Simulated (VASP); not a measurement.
Write the native input for VASP 6.6.1 that does the following.

```yaml
Task: single point
Functional: PBEsol
Potentials_or_basis: VASP PAW PBE potentials, release 64 (Co, O)
Cutoff: 520 eV
k_mesh: 12 × 12 × 12
Occupations: fermi-dirac, width 0.05 eV
Spin: collinear spin, ferromagnetic start
Starting_moments: "[3.5, 0.0] μB"
Dipole_correction: no
Further_INCAR_settings: ALGO = Normal; EDIFF = 1e-06; NBANDS = 18
```

The structure of CoO lies in POSCAR:

```
CoO
1.0
   -1.5080000000      1.5080000000      2.1072475377
    1.5080000000     -1.5080000000      2.1072475377
    1.5080000000      1.5080000000     -2.1072475377
Co O
1 1
Direct
    0.0000000000      0.0000000000      0.0000000000
    0.5000000000      0.5000000000      0.0000000000
```

One way to write it, as run:

INCAR

```
SYSTEM = CoO
PREC = Accurate ; ENCUT = 520
EDIFF = 1E-6 ; ISMEAR = -1
SIGMA = 0.05 ; LREAL = .False.
LASPH = .True. ; NELM = 150
ALGO = Normal ; ISIF = 2
LWAVE = .False. ; LCHARG = .True.
ISPIN = 2 ; MAGMOM = 3.5 0
LORBIT = 11 ; LMAXMIX = 4
GGA = PS ; LELF = .True.
LVHAR = .True. ; NBANDS = 18
```

KPOINTS

```
Automatic mesh
0
Gamma
  12 12 12
  0 0 0
```

Potentials or basis: VASP PAW PBE potentials, release 64 (Co, O).

Command:

```bash
$ cat potpaw_PBE.64/Co/POTCAR potpaw_PBE.64/O/POTCAR > POTCAR
$ mpirun -np 1 vasp_std > vasp.out
```

It gave:

```
Pressure                                              : -9.7 GPa
Net moment                                            : 2.92 μB per cell
Site moments                                          : Co +2.56; O +0.31 μB
Valence electrons inside the program's atomic spheres : Co 7.82; O 4.95
```

Caveat: the PAW data sets were made with another functional, which shifts forces and pressure a little; a cell with one magnetic atom can't hold antiferromagnetic order, which such compounds often take.

Wall time 110 s on 1 thread of Intel(R) Xeon(R) Platinum 8375C CPU @ 2.90GHz (Ice Lake), on a shared host, peak memory 0.21 GiB.
